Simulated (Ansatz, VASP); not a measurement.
## AgBr: VASP beside Ansatz

INCAR

```
ALGO = Normal
EDIFF = 1E-6
ENCUT = 500
GGA_COMPAT = False
ISIF = 2
ISMEAR = -1
LASPH = True
LCHARG = False
LREAL = False
LWAVE = False
NBANDS = 16
NELM = 120
PREC = Accurate
SIGMA = 0.03
```

Contents of KPOINTS:

```
k-points
0
Gamma
  7 7 7
```

File POSCAR:

```
AgBr
1.0
    0.0000000000      2.8666799533      2.8666799533
    2.8666799533      0.0000000000      2.8666799533
    2.8666799533      2.8666799533      0.0000000000
Ag Br
1 1
Direct
    0.5000000000      0.5000000000      0.5000000000
    0.0000000000      0.0000000000      0.0000000000
```

Input for Ansatz:

```yaml
crystal:
  lattice:
    - [0.0, 2.8666799533, 2.8666799533]
    - [2.8666799533, 0.0, 2.8666799533]
    - [2.8666799533, 2.8666799533, 0.0]
  atoms:
    - { symbol: Ag, position: [0.5, 0.5, 0.5] }
    - { symbol: Br, position: [0.0, 0.0, 0.0] }
kpoints:
  mp_grid: { grid: [7, 7, 7] }
scf:
  occupations: { method: fermi_dirac, width: 0.03 }
hamiltonian:
  xc: lda
  pseudopotentials: { kind: all_electron, lapw: { basis_error: 0.0005 } }
output:
  forces: true
  stress: true
  eigenvalues: true
```

Change from the starting cell: volume scaled by 0.98.

Alike in both runs: task single point; functional LDA; k mesh 7 × 7 × 7; occupations fermi-dirac, width 0.03 eV; no spin polarisation.

```csv
,VASP,Ansatz
version,VASP 6.6.1,Ansatz 0.2.0
potentials or method,"VASP PAW LDA potentials, release 64 (Ag, Br), cutoff 500 eV","all-electron LAPW, scalar-relativistic"
```

```tsv
	VASP	Ansatz	Ansatz less VASP
pressure (GPa)	-4.0	-4.1	-0.07
```

LDA's correlation is that of Perdew and Zunger in VASP and of Perdew and Wang (1992) in Ansatz. Ansatz ran all-electron here, and VASP with PAW potentials.
